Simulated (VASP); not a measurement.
Write the native input for VASP 6.6.1 that does the following.

| Quantity | Value |
| --- | --- |
| Task | single point |
| Functional | PBE |
| Dispersion | D3(BJ) |
| Potentials or basis | VASP PAW PBE potentials, release 64 (O, H, K_sv) |
| Cutoff | 520 eV |
| k mesh | 1 × 1 × 1 |
| Occupations | fermi-dirac, width 0.02 eV |
| Spin | no spin polarisation |
| Dipole correction | no |
| Further INCAR settings | ALGO = Normal; EDIFF = 1e-06; NBANDS = 59 |

The structure of KH17O9 lies in POSCAR:

```
KH17O9
1.0
    7.1738770000      0.0000000000      0.0000000000
    0.0000000000      7.1738770000      0.0000000000
    0.0000000000      0.0000000000      7.1738770000
O H K
9 17 1
Direct
    0.8525097378      0.1712044965      0.3323307606
    0.2972730087      0.7915803407      0.9417223072
    0.4491016503      0.6293249801      0.2632049588
    0.0578766544      0.5472772951      0.4583574544
    0.7471831480      1.0052305051      0.8261780903
    0.0735585514      0.8836783792      0.2896202430
    0.5242493006      0.2803504995      0.9741873188
    0.0921537963      0.4827933348      0.8978269351
    0.0860483111      0.0983429183      0.7889179031
    0.9192100729      0.2495721630      0.4267985080
    0.9503647749      0.1152793671      0.2570576552
    0.2525970267      0.9065251607      0.8775868335
    0.2232544550      0.6996356364      0.8815317018
    0.3834467750      0.6927077228      0.1504207558
    0.4908085265      0.5081910381      0.2012440414
    0.1954731033      0.5538706616      0.4291682169
    0.0470456909      0.5232456592      0.5961908742
    0.7557140999      0.9265422309      0.9391853248
    0.8875117318      1.0550501493      0.8040840399
    0.1242006240      0.8336078246      0.1800142378
    0.0249516405      0.7870500149      0.3759752223
    0.5892908395      0.1814778815      0.8997366417
    0.4071159848      0.3019566686      0.9132997402
    0.0606366683      0.4796848343      1.0377512745
    0.0943562316      0.3482496285      0.8753565192
    0.1263054831      0.0904113633      0.6629051488
    0.5528809596      0.0160861414      0.5014303981
```

One way to write it, as run:

INCAR

```
SYSTEM = KH17O9
ALGO = Normal ; EDIFF = 1E-6
ENCUT = 520 ; GGA = PE
GGA_COMPAT = .False. ; ISIF = 2
ISMEAR = -1 ; IVDW = 12
LASPH = .True. ; LCHARG = .True.
LELF = .True. ; LREAL = .False.
LVHAR = .True. ; LWAVE = .False.
NBANDS = 59 ; NELM = 120
PREC = Accurate ; SIGMA = 0.02
```

KPOINTS

```
k-points
0
Gamma
  1 1 1
  0 0 0
```

Potentials or basis: VASP PAW PBE potentials, release 64 (O, H, K_sv).

Launch:

```console
$ cat potpaw_PBE.64/O/POTCAR potpaw_PBE.64/H/POTCAR potpaw_PBE.64/K_sv/POTCAR > POTCAR
$ mpirun -np 1 vasp_gam > vasp.out
```

Results of the run:

The pressure is -1.7 GPa. The largest force is 2.647 eV/Å and the band gap on the k mesh is 3.24 eV. The dispersion energy per atom is -0.033 eV.

Caveat: the k points lie up to 0.88 Å⁻¹ apart.

It took 53 s on 1 thread of AMD EPYC 7R43 64-Core Processor (Zen 3) (shared host), peak memory 0.32 GiB.
